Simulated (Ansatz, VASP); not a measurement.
# CdTe in VASP and in Ansatz

```
Cd Te
1.0
     0.00000    3.22968    3.22968
     3.22968    0.00000    3.22968
     3.22968    3.22968    0.00000
Cd Te
1 1
Direct
  0.00000 0.00000 0.00000
  0.75000 0.75000 0.75000
```

Alike in both runs: task single point; functional PBE; k mesh 8 × 8 × 8; occupations gaussian, width 0.02 eV; no spin polarisation.

|  | VASP | Ansatz |
| --- | --- | --- |
| version | VASP 6.6.1 | Ansatz 0.2.0 |
| potentials or method | VASP PAW PBE potentials, release 64 (Cd, Te), cutoff 520 eV | scalar-relativistic, plane waves, PAW |
| valence electrons in the cell | 18 | 36 |

Ansatz gave:

```
gap on the k mesh at the Fermi level (eV) : 0.80
least direct gap on the mesh (eV)         : 0.80
pressure (GPa)                            : 3.1
```

Estimate VASP's values.

gap on the k mesh at the Fermi level (eV): 0.80; least direct gap on the mesh (eV): 0.80; pressure (GPa): 3.2.

VASP's potentials hold 18 valence electrons a cell and Ansatz's 36, so a difference there can come from the potentials and not from the codes.

Spin-orbit coupling is off throughout.
